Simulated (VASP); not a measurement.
Here is a VASP 6.6.1 calculation.

INCAR

```
SYSTEM = Pb
  PREC = Accurate
  ENCUT = 520
  EDIFF = 1E-6
  ISMEAR = 0
  SIGMA = 0.15
  LREAL = .False.
  LASPH = .True.
  NELM = 60
  ALGO = Fast
  ISIF = 2
  LWAVE = .False.
  LCHARG = .True.
  GGA = PS
  LELF = .True.
  LVHAR = .True.
  NBANDS = 13
```

Contents of KPOINTS:

```
Automatic mesh
0
Gamma
  16 16 16
  0 0 0
```

The input POSCAR:

```
Pb
1.0
    0.0000000000      2.4698000000      2.3463100000
    2.4698000000      0.0000000000      2.3463100000
    2.4698000000      2.4698000000      0.0000000000
Pb
1
Direct
    0.0000000000      0.0000000000      0.0000000000
```

Potentials or basis: VASP PAW PBE potentials, release 64 (Pb_d).

Run with:

```console
$ cat potpaw_PBE.64/Pb_d/POTCAR > POTCAR
$ mpirun -np 1 vasp_std > vasp.out
```

Problem. Predict the pressure.

Solution. 2.5 GPa.

Problem. Estimate the band gap on the k mesh.

Solution. Zero (band 7 reaches 15.56 eV, above the bottom of band 8 at 5.85 eV).

Stress tensor (GPa, compression positive):
```
2.16 0.00 0.00
0.00 2.16 0.00
0.00 0.00 3.15
```

Caveat: the cell differs from its parent crystal (strain +0.000 along x and y, -0.050 along z); the PAW data sets were made with another functional, which shifts forces and pressure a little; spin-orbit coupling is left out, which moves the levels of the heavy elements.
